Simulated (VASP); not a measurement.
# InGaN (P6mm) in VASP: further runs

Runs on InGaN. Level: PBE. Tasks: single point, relaxation of cell and atoms.

All numbers are computed with VASP 6.6.1; they aren't measurements. Logs are shortened: lines on timing, memory, paths and dates and some standing lists are left out, and cuts for length are marked.

## 1. The cell of the first run

Symmetry: P6mm, No. 183, hexagonal system. Conventional cell: a = 3.737 Å, b = 3.737 Å, c = 6.204 Å, α = 90.00°, β = 90.00°, γ = 120.00°. In (site symmetry 6mm) has 1 N at 1.94 Å and 1 Ga at 2.54 Å within 2.6 Å. Ga (site symmetry 6mm) has 1 N at 1.72 Å within 2.3 Å. N (site symmetry 6mm) has 1 Ga at 1.72 Å and 1 In at 1.94 Å within 2.3 Å.

The cell was generated, and may not be a known phase.

## 2. Single point, PBE

File INCAR:

```
  PREC = Accurate
  ENCUT = 520
  EDIFF = 1E-6
  ISMEAR = 0
  SIGMA = 0.1
  LREAL = F
  LASPH = T
  NELM = 60
  ALGO = Normal
  ISIF = 2
  LWAVE = F
  LCHARG = T
  GGA = PE
  LELF = T
  LVHAR = T
  NBANDS = 22
```

File KPOINTS:

```
Automatic mesh
0
Gamma
  12 12 8
```

File POSCAR:

```
InGaN
1.0
    3.7371771316      0.0000000000      0.0000000000
   -1.8685885658      3.2364903344      0.0000000000
    0.0000000000      0.0000000000      6.2038826450
In Ga N
1 1 1
Direct
    0.0000000000      0.0000000000      0.0842822685
    0.0000000000      0.0000000000      0.6744699586
    0.0000000000      0.0000000000      0.3975018729
```

Potentials or basis: VASP PAW PBE potentials, release 64 (In_d, Ga_d, N).

Command:

```
cat potpaw_PBE.64/In_d/POTCAR potpaw_PBE.64/Ga_d/POTCAR potpaw_PBE.64/N/POTCAR > POTCAR
mpirun -np 1 vasp_std > vasp.out
```

OUTCAR:

```text
PREC = Accurate
   ENCUT = 520
   EDIFF = 1E-6
   ISMEAR = 0
   LREAL = F
   LASPH = T
   NELM = 60
   ISIF = 2
   GGA = PE

 ion  position               nearest neighbor table
   1  0.000  0.000  0.084-   3 1.94   2 2.54
   2  0.000  0.000  0.674-   3 1.72   1 2.54
   3  0.000  0.000  0.398-   2 1.72   1 1.94

  LATTYP: Found a hexagonal cell.
 ALAT       =     3.7371771316
 C/A-ratio  =     1.6600451160

  Lattice vectors:

 A1 = (   3.7371771316,   0.0000000000,   0.0000000000)
 A2 = (  -1.8685885658,   3.2364903344,   0.0000000000)
 A3 = (   0.0000000000,   0.0000000000,   6.2038826450)

Analysis of symmetry for initial positions (statically):
=====================================================================
 Subroutine PRICEL returns:
 Original cell was already a primitive cell.

 Routine SETGRP: Setting up the symmetry group for a
 hexagonal supercell.

 Subroutine GETGRP returns: Found 12 space group operations
 (whereof 12 operations were pure point group operations)
 out of a pool of 24 trial point group operations.

The static configuration has the point symmetry C_6v.

Analysis of symmetry for dynamics (positions and initial velocities):
=====================================================================
 Subroutine PRICEL returns:
 Original cell was already a primitive cell.

 Routine SETGRP: Setting up the symmetry group for a
 hexagonal supercell.

 Subroutine GETGRP returns: Found 12 space group operations
 (whereof 12 operations were pure point group operations)
 out of a pool of 24 trial point group operations.

The dynamic configuration has the point symmetry C_6v.

 Subroutine INISYM returns: Found 12 space group operations
 (whereof 12 operations are pure point group operations),
 and found     1 'primitive' translations

----------------------------------------------------------------------------------------

                                     Primitive cell

  volume of cell :      75.0381

  direct lattice vectors                    reciprocal lattice vectors
     3.737177132  0.000000000  0.000000000     0.267581644  0.154488334  0.000000000
    -1.868588566  3.236490334  0.000000000     0.000000000  0.308976668  0.000000000
     0.000000000  0.000000000  6.203882645     0.000000000  0.000000000  0.161189380

  length of vectors
     3.737177132  3.737177132  6.203882645     0.308976668  0.308976668  0.161189380

  position of ions in fractional coordinates (direct lattice)
     0.000000000  0.000000000  0.084282268
     0.000000000  0.000000000  0.674469959
     0.000000000  0.000000000  0.397501873

  ion indices of the primitive-cell ions
   primitive index   ion index
                 1           1
                 2           2
                 3           3

----------------------------------------------------------------------------------------

 KPOINTS: Automatic mesh

Automatic generation of k-mesh.
 Grid dimensions read from file:
 generate k-points for:   12   12    8

 Generating k-lattice:

  Cartesian coordinates                     Fractional coordinates (reciprocal lattice)
     0.022298470  0.012874028  0.000000000     0.083333333  0.000000000  0.000000000
     0.000000000  0.025748056  0.000000000     0.000000000  0.083333333  0.000000000
     0.000000000  0.000000000  0.020148673     0.000000000  0.000000000  0.125000000

  Length of vectors
     0.025748056  0.025748056  0.020148673

  Shift w.r.t. Gamma in fractional coordinates (k-lattice)
     0.000000000  0.000000000  0.000000000

 Subroutine IBZKPT returns following result:
 ===========================================

 Found     95 irreducible k-points:

 Following reciprocal coordinates:
            Coordinates               Weight
  0.000000  0.000000  0.000000      1.000000
  0.083333  0.000000  0.000000      6.000000
  0.166667  0.000000  0.000000      6.000000
  0.250000  0.000000  0.000000      6.000000
  0.333333  0.000000  0.000000      6.000000
  0.416667  0.000000  0.000000      6.000000
[... 16 lines left out ...]
  0.250000  0.000000  0.125000     12.000000
  0.333333  0.000000  0.125000     12.000000
 [... further k-points ...]
   k-points           NKPTS =     95   k-points in BZ     NKDIM =     95   number of bands    NBANDS=     22
   number of dos      NEDOS =    301   number of ions     NIONS =      3
   total plane-waves  NPLWV =  37632
   dimension x,y,z NGX =    28 NGY =   28 NGZ =   48
   dimension x,y,z NGXF=    56 NGYF=   56 NGZF=   96
   ions per type =               1   1   1
   NGX,Y,Z   is equivalent  to a cutoff of  12.46, 12.46, 12.86 a.u.
   NGXF,Y,Z  is equivalent  to a cutoff of  24.91, 24.91, 25.73 a.u.
 SYSTEM =  unknown system
   PREC   = accura    normal or accurate (medium, high low for compatibility)
   ISTART =      0    job   : 0-new  1-cont  2-samecut
   ICHARG =      2    charge: 1-file 2-atom 10-const
   ISPIN  =      1    spin polarized calculation?
   LNONCOLLINEAR =      F non collinear calculations
   LSORBIT =      F    spin-orbit coupling
   LASPH  =      T    aspherical Exc in radial PAW
   ENCUT  =  520.0 eV  38.22 Ry    6.18 a.u.   6.95  6.95 11.54*2*pi/ulx,y,z
   NELM   =     60;   NELMIN=  2; NELMDL= -5     # of ELM steps
   EDIFF  = 0.1E-05   stopping-criterion for ELM
   LREAL  =      F    real-space projection
   EDIFFG = 0.1E-04   stopping-criterion for IOM
   NSW    =      0    number of steps for IOM
   IBRION =     -1    ionic relax: 0-MD 1-quasi-New 2-CG
   NFREE  =      0    steps in history (QN), initial steepest desc. (CG)
   ISIF   =      2    stress and relaxation
   ISYM   =      2    0-nonsym 1-usesym 2-fastsym
   POTIM  = 0.5000    time-step for ionic-motion
   TEBEG  =    0.0;   TEEND  =   0.0 temperature during run
   PSTRESS=    0.0 pullay stress
   NELECT =      31.0000    total number of electrons
   NUPDOWN=      -1.0000    fix difference up-down
   EMIN   =  10.00;   EMAX   =-10.00  energy-range for DOS
   EFERMI =   0.00;   METHOD = LEGACY
   ISMEAR =     0;   SIGMA  =   0.10  broadening in eV -4-tet -1-fermi 0-gaus
   EFERMI_NEDOS =   21; number of points for ismear=-14 and -15
   IALGO  =     38    algorithm
   IMIX   =      4    mixing-type and parameters
     AMIX     =   0.40;   BMIX     =  1.00
     AMIX_MAG =   1.60;   BMIX_MAG =  1.00
  volume/ion in A,a.u.               =      25.01       168.79
  Fermi-wavevector in a.u.,A,eV,Ry     =   1.219275  2.304095 20.226838  1.486631
  Thomas-Fermi vector in A             =   2.354532
   LORBIT       =      0    0 simple, 1 ext, 2 COOP (PROOUT), +10 PAW based schemes
   GGA     = PE    functional components
   LHFCALC =     F    Hartree Fock is set to
   AEXX    =    0.0000 exact exchange contribution
   IVDW    =     0    specifies the selected vdW correction
   LEPSILON=     F    determine dielectric tensor
   LRPA    =     F    only Hartree local field effects (RPA)
 non-spin polarized calculation
 Gauss-broadening in eV      SIGMA  =   0.10
  energy-cutoff  :      520.00
  volume of cell :       75.04
 maximum number of plane-waves:      2037
 NGX is ok and might be reduce to    28
   NGX = 13   NGY = 13   NGZ = 23

 number of electron      30.9999986 magnetization

 Free energy of the ion-electron system (eV)
  ---------------------------------------------------
  ext. energy  EPLUGINS =         0.00000000
  ---------------------------------------------------
  free energy    TOTEN  =       -10.75387880 eV

  energy without entropy =      -10.74974941  energy(sigma->0) =      -10.75181410

 E-fermi :   2.6947     XC(G=0):  -8.7779

 val. band max:        2.6924751549   @ k =   0.2500   0.2500   0.2500
 cond. band min:       2.7315523543   @ k =   0.4167   0.0833   0.1250
 fundamental gap:      0.0390771995
 Fermi energy:         2.6946950832

 k-point     1 :       0.0000    0.0000    0.0000
  band No.  band energies     occupation
      1     -13.4186      2.00000
      2     -12.0958      2.00000
      3     -12.0958      2.00000
      4     -12.0848      2.00000
      5     -12.0848      2.00000
      6     -12.0420      2.00000
[... 14 lines left out ...]
     21      10.8476      0.00000
     22      11.2954      0.00000

 k-point     2 :       0.0833    0.0000    0.0000
  band No.  band energies     occupation
      1     -13.4159      2.00000
      2     -12.0962      2.00000
      3     -12.0936      2.00000
      4     -12.0874      2.00000
      5     -12.0853      2.00000
      6     -12.0395      2.00000
[... 14 lines left out ...]
     21      10.6255      0.00000
     22      11.6605      0.00000

 k-point     3 :       0.1667    0.0000    0.0000
  band No.  band energies     occupation
      1     -13.4085      2.00000
      2     -12.0976      2.00000
      3     -12.0942      2.00000
      4     -12.0884      2.00000
      5     -12.0860      2.00000
      6     -12.0333      2.00000
[... 14 lines left out ...]
     21      10.1369      0.00000
     22      10.8576      0.00000

 k-point     4 :       0.2500    0.0000    0.0000
  band No.  band energies     occupation
      1     -13.3984      2.00000
      2     -12.1050      2.00000
      3     -12.0983      2.00000
      4     -12.0894      2.00000
      5     -12.0791      2.00000
      6     -12.0274      2.00000
[... 14 lines left out ...]
     21       9.6137      0.00000
     22      10.2063      0.00000

 k-point     5 :       0.3333    0.0000    0.0000
  band No.  band energies     occupation
      1     -13.3883      2.00000
      2     -12.1149      2.00000
      3     -12.1002      2.00000
      4     -12.0915      2.00000
      5     -12.0711      2.00000
      6     -12.0251      2.00000
[... 417 lines left out ...]
 k-point    22 :       0.1667    0.0000    0.1250
  band No.  band energies     occupation
      1     -13.3704      2.00000
      2     -12.0983      2.00000
      3     -12.0946      2.00000
      4     -12.0895      2.00000
      5     -12.0877      2.00000
      6     -12.0822      2.00000
[... 14 lines left out ...]
     21      10.3644      0.00000
     22      10.8990      0.00000

 k-point    23 :       0.2500    0.0000    0.1250
  band No.  band energies     occupation
      1     -13.3603      2.00000
      2     -12.1014      2.00000
      3     -12.0977      2.00000
      4     -12.0867      2.00000
      5     -12.0850      2.00000
      6     -12.0789      2.00000
[... 14 lines left out ...]
     21       9.8446      0.00000
     22      10.2615      0.00000

 k-point    24 :       0.3333    0.0000    0.1250
  band No.  band energies     occupation
      1     -13.3503      2.00000
      2     -12.1100      2.00000
      3     -12.1006      2.00000
      4     -12.0869      2.00000
      5     -12.0802      2.00000
      6     -12.0711      2.00000
[... 14 lines left out ...]
     21       9.4222      0.00000
     22      10.0217      0.00000

 [... further k-points ...]

------------------------ aborting loop because EDIFF is reached ----------------------------------------

  FORCE on cell =-STRESS in cart. coord.  units (eV):
  Direction    XX          YY          ZZ          XY          YZ          ZX
  --------------------------------------------------------------------------------------
  -------------------------------------------------------------------------------------
  Total       -0.0129162     -0.0129162     -0.1857145      0.0000000      0.0000000      0.0000000
  in kB       -0.2757800     -0.2757800     -3.9652897      0.0000000      0.0000000      0.0000000
  external PRESSURE =      -1.5056166 kB  Pullay stress =       0.0000000 kB

 VOLUME and BASIS-vectors are now :
 -----------------------------------------------------------------------------
  energy-cutoff  :      520.00
  volume of cell :       75.04
      direct lattice vectors                 reciprocal lattice vectors
     3.737177132  0.000000000  0.000000000     0.267581644  0.154488334  0.000000000
    -1.868588566  3.236490334  0.000000000     0.000000000  0.308976668  0.000000000
     0.000000000  0.000000000  6.203882645     0.000000000  0.000000000  0.161189380

 POSITION                                       TOTAL-FORCE (eV/Angst)
 -----------------------------------------------------------------------------------
      0.00000      0.00000      0.52288        -0.000000     -0.000000      0.016401
      0.00000      0.00000      4.18433        -0.000000     -0.000000     -0.109890
      0.00000      0.00000      2.46605         0.000000      0.000000      0.093489
 -----------------------------------------------------------------------------------
    total drift:                                0.000000      0.000001     -0.000295

  FREE ENERGIE OF THE ION-ELECTRON SYSTEM (eV)
  ---------------------------------------------------
  free  energy   TOTEN  =       -10.7538787980 eV

  energy  without entropy=      -10.7497494117  energy(sigma->0) =      -10.75181410
```

Wall time 1.9 min (1 thread of Intel Xeon Platinum 8375C at 2.90GHz (Ice Lake), shared host); peak memory 0.3 GiB.

What came out:

| Property | Result |
| --- | --- |
| Free energy | -10.7539 eV |
| Pressure | -0.2 GPa |
| Largest force | 0.110 eV/Å |
| Band gap on the k mesh | zero (an odd number of electrons rules out a gap without spin polarisation) |

Forces in eV/Å, atoms in the order of the input:
```
In   0.000  0.000  0.016
Ga   0.000  0.000 -0.110
N    0.000  0.000  0.093
```

Levels at points of the mesh, in eV from the Fermi level:
| k point | band 13 | band 14 | band 15 | band 16 | band 17 | band 18 | band 19 | band 20 |
| --- | --- | --- | --- | --- | --- | --- | --- | --- |
| (0.00, 0.00, 0.00) | -6.30 | -0.39 | -0.39 | 1.53 | 3.84 | 6.25 | 6.25 | 8.15 |
| (0.50, 0.00, 0.00) | -4.75 | -3.03 | -0.80 | 0.33 | 1.37 | 3.43 | 4.41 | 5.80 |
| (0.00, 0.00, 0.50) | -3.36 | -1.85 | -0.28 | -0.28 | 5.33 | 5.33 | 6.66 | 6.89 |
| (0.50, 0.00, 0.50) | -2.63 | -2.27 | -1.63 | -0.63 | 0.66 | 3.18 | 3.40 | 6.53 |

Caveat: spin-orbit coupling is left out, which moves the levels of the heavy elements.

## 3. Relaxation of cell and atoms, PBE

This run uses another cell than the first one, of 24.62 Å³/atom.

File INCAR:

```
SYSTEM = InGaN
ALGO = Normal
EDIFF = 1E-7
EDIFFG = -0.01
ENCUT = 600
GGA = PE
IBRION = 2
ISIF = 3
ISMEAR = 0
LASPH = .True.
LCHARG = .False.
LREAL = .False.
LWAVE = .False.
NELM = 80
NSW = 100
PREC = Accurate
SIGMA = 0.1
```

File KPOINTS:

```
k-points
0
Gamma
  12 12 8
  0 0 0
```

File POSCAR:

```
InGaN
1.0
    3.7149680104      0.0000000000      0.0000000000
   -1.8574840052      3.2172566713      0.0000000000
    0.0000000000      0.0000000000      6.1805907522
In Ga N
1 1 1
Direct
    0.0000000000      0.0000000000      0.0836414509
    0.0000000000      0.0000000000      0.6751212762
    0.0000000000      0.0000000000      0.3974913728
```

Potentials or basis: VASP PAW PBE potentials, release 64 (In_d, Ga_d, N).

Command:

```
cat potpaw_PBE.64/In_d/POTCAR potpaw_PBE.64/Ga_d/POTCAR potpaw_PBE.64/N/POTCAR > POTCAR
mpirun -np 1 vasp_std > vasp.out
```

Run time: 15 min. Hardware: 1 thread of Intel Xeon Platinum 8375C at 2.90GHz (Ice Lake), shared host; peak memory 0.36 GiB.

It converged, with:

```yaml
Free_energy: -10.7549 eV
Relaxed_volume: 24.96 Å³/atom
Relaxed_cell: a = 3.735 Å, b = 3.735 Å, c = 6.199 Å, α = 90.00°, β = 90.00°, γ = 120.00°
Space_group_after_relaxing_to_0.1_Å: P6mm (No. 183)
Energy_gained_by_relaxing: 0.4 meV/atom
Ionic_steps: 10
Pressure_after_relaxing: 0.0 GPa
Largest_force_after_relaxing: 0.010 eV/Å
Band_gap_on_the_k_mesh: zero (an odd number of electrons rules out a gap without spin polarisation)
```

Forces in eV/Å, atoms in the order of the input:
```
In   0.000  0.000 -0.007
Ga   0.000  0.000 -0.003
N    0.000  0.000  0.010
```

The path:
```tsv
step	energy change (eV)	largest force (eV/Å)	pressure (GPa)	volume (Å³)
1	0.0000	0.1494	0.27	73.87
2	-0.0006	0.2032	0.02	74.31
3	-0.0009	0.1017	0.13	74.16
4	-0.0010	0.0931	-0.08	74.51
5	-0.0011	0.0148	0.01	74.35
6	-0.0011	0.0469	0.12	74.41
7	-0.0012	0.0229	0.08	74.39
8	-0.0012	0.0185	0.05	74.52
9	-0.0013	0.0147	0.04	74.64
10	-0.0013	0.0098	-0.01	74.88
```

Final structure:
```
In Ga N
1.0
     3.73451    0.00000    0.00000
    -1.86725    3.23418    0.00000
     0.00000    0.00000    6.19940
In Ga N
1 1 1
Direct
  0.00000 0.00000 0.08435
  0.00000 0.00000 0.67424
  0.00000 0.00000 0.39766
```

Levels at points of the mesh, in eV from the Fermi level:
| k point | band 13 | band 14 | band 15 | band 16 | band 17 | band 18 | band 19 |
| --- | --- | --- | --- | --- | --- | --- | --- |
| (0.00, 0.00, 0.00) | -6.31 | -0.40 | -0.40 | 1.53 | 3.85 | 6.26 | 6.26 |
| (0.50, 0.00, 0.00) | -4.75 | -3.04 | -0.81 | 0.33 | 1.37 | 3.44 | 4.42 |
| (0.00, 0.00, 0.50) | -3.36 | -1.84 | -0.29 | -0.29 | 5.34 | 5.34 | 6.68 |
| (0.50, 0.00, 0.50) | -2.63 | -2.28 | -1.64 | -0.64 | 0.68 | 3.18 | 3.41 |

Caveat: spin-orbit coupling is left out, which moves the levels of the heavy elements.

The gap in the log of VASP goes by the Fermi energy; the results here count the filled bands.